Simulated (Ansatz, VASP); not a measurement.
Two plane-wave programs on Ru

The input INCAR:

```
PREC = Accurate
ENCUT = 520
EDIFF = 1E-6
ISMEAR = 0
SIGMA = 0.15
LREAL = False
LASPH = True
NELM = 80
ALGO = Fast
ISIF = 2
LWAVE = False
LCHARG = False
GGA = PE
NBANDS = 21
```

The input KPOINTS:

```
regular mesh
0
Gamma
  24 24 14
```

File POSCAR:

```
Ru
1.0
    2.8560263454      0.0000000000      0.0000000000
   -1.4280131727      2.4733913690      0.0000000000
    0.0000000000      0.0000000000      4.0819310217
Ru
2
Direct
    0.3333333333      0.6666666667      0.2500000000
    0.6666666667      0.3333333333      0.7500000000
```

Input for Ansatz:

```yaml
crystal:
  lattice:
    - [2.8560263454, 0.0, 0.0]
    - [-1.4280131727, 2.473391369, 0.0]
    - [0.0, 0.0, 4.0819310217]
  atoms:
    - { symbol: Ru, position: [0.3333333333, 0.6666666667, 0.25] }
    - { symbol: Ru, position: [0.6666666667, 0.3333333333, 0.75] }
basis:
  ecutwfc: 420
kpoints:
  mp_grid: { grid: [24, 24, 14] }
hamiltonian:
  xc: pbe
scf:
  occupations: { method: gaussian, width: 0.15 }
output:
  forces: true
  stress: true
  eigenvalues: true
  write_density: true
  write_potential: true
  elf: true
  volumetric_format: npy
```

Change from the starting cell: strain +0.050 along x and y, -0.050 along z, atoms carried along.

Alike in both runs: task single point; functional PBE; k mesh 24 × 24 × 14; occupations gaussian, width 0.15 eV; no spin polarisation.

|  | VASP | Ansatz |
| --- | --- | --- |
| version | VASP 6.6.1 | Ansatz 0.2.0 |
| potentials or method | VASP PAW PBE potentials, release 64 (Ru_pv), cutoff 520 eV | scalar-relativistic, plane waves, PAW |
| valence electrons in the cell | 28 | 32 |

```csv
,VASP,Ansatz,Ansatz less VASP
gap on the k mesh at the Fermi level (eV),none,none,-
pressure (GPa),-8.8,-8.7,+0.09
"traceless stress, the component that is largest in VASP (GPa)",22.08,22.10,+0.018
```

A gap of «none» marks a metal or a gap that the smearing closes. With one functional, cell and mesh, what is left measures potentials, basis and numerics. VASP's potentials hold 28 valence electrons a cell and Ansatz's 32, so a difference there can come from the potentials and not from the codes.
